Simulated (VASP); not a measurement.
Here is a VASP 6.6.1 calculation.

INCAR

```
SYSTEM = Re
ALGO     = Fast           ! electronic algorithm
EDIFF    = 1E-7           ! SCF threshold, eV
ENCUT    = 520            ! plane-wave cutoff, eV
GGA      = PE             ! functional
ISIF     = 2              ! what is computed and relaxed
ISMEAR   = 0              ! smearing method
LASPH    = .True.         ! aspherical terms in the spheres
LCHARG   = .False.        ! write CHGCAR
LREAL    = .False.        ! projectors in reciprocal space
LWAVE    = .False.        ! write WAVECAR
NBANDS   = 14             ! bands
NELM     = 100            ! most SCF steps
PREC     = Accurate       ! precision mode
SIGMA    = 0.15           ! smearing width, eV
```

File KPOINTS:

```
k-points
0
Gamma
  18 18 10
  0 0 0
```

File POSCAR:

```
Re
1.0
    2.7748241524      0.0000000000     -0.1016973052
   -1.3874120762      2.4030682070     -0.1254164004
   -0.1643468026     -0.3289178165      4.4842238099
Re
2
Direct
    0.3333333333      0.6666666667      0.2500000000
    0.6666666667      0.3333333333      0.7500000000
```

Potentials or basis: VASP PAW PBE potentials, release 64 (Re).

Run with:

```sh
$ cat potpaw_PBE.64/Re/POTCAR > POTCAR
$ mpirun -np 1 vasp_std > vasp.out
```

**Question.** Predict the band gap on the k mesh.

**Answer.** Zero (bands 7 and 8 overlap by 2.84 eV).

**Question.** Estimate the largest force.

**Answer.** 0.325 eV/Å.

**Question.** Estimate the pressure.

**Answer.** 6.7 GPa.

Forces in eV/Å, atoms in the order of the input:
```
Re   0.259 -0.195 -0.024
Re  -0.259  0.195  0.024
```

Caveat: the cell differs from its parent crystal (engineering shear strain xz -0.0733, engineering shear strain yz -0.1467); the cell stands under pressure; spin-orbit coupling is left out, which moves the levels of the heavy elements.
